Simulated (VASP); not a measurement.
A run of VASP 6.6.1:

INCAR

```
PREC     = Accurate       # precision mode
ENCUT    = 520            # plane-wave cutoff, eV
EDIFF    = 1E-6           # SCF threshold, eV
ISMEAR   = 0              # smearing method
SIGMA    = 0.15           # smearing width, eV
LREAL    = False          # projectors in reciprocal space
LASPH    = True           # aspherical terms in the spheres
NELM     = 100            # most SCF steps
ALGO     = Fast           # electronic algorithm
ISIF     = 2              # what is computed and relaxed
LWAVE    = False          # write WAVECAR
LCHARG   = False          # write CHGCAR
GGA      = PE             # functional
NBANDS   = 32             # bands
```

The input KPOINTS:

```
Automatic mesh
0
Gamma
  16 16 16
```

The input POSCAR:

```
VN2
1.0
   -2.2071827141      2.2071827141      2.4221350486
    2.2071827141     -2.2071827141      2.4221350486
    2.2071827141      2.2071827141     -2.4221350486
V N
2 4
Direct
    0.2500000000      0.2500000000      0.0000000000
    0.7500000000      0.7500000000      0.0000000000
    0.1135731475      0.6135731475      0.7271462950
    0.6135731475      0.8864268525      0.5000000000
    0.8864268525      0.3864268525      0.2728537050
    0.3864268525      0.1135731475      0.5000000000
```

Potentials or basis: VASP PAW PBE potentials, release 64 (V_sv, N).

Run with:

```console
$ cat potpaw_PBE.64/V_sv/POTCAR potpaw_PBE.64/N/POTCAR > POTCAR
$ mpirun -np 1 vasp_std > vasp.out
```

Hardware: 1 thread of Oxide Virtual Turin-like Processor, on a shared host.

Task: How long does it take, and how much memory?

Result: Wall time 9 min on 1 thread of Oxide Virtual Turin-like Processor, with other jobs on the host, peak memory 0.45 GiB. Counts: scf iterations 16, k points 349.
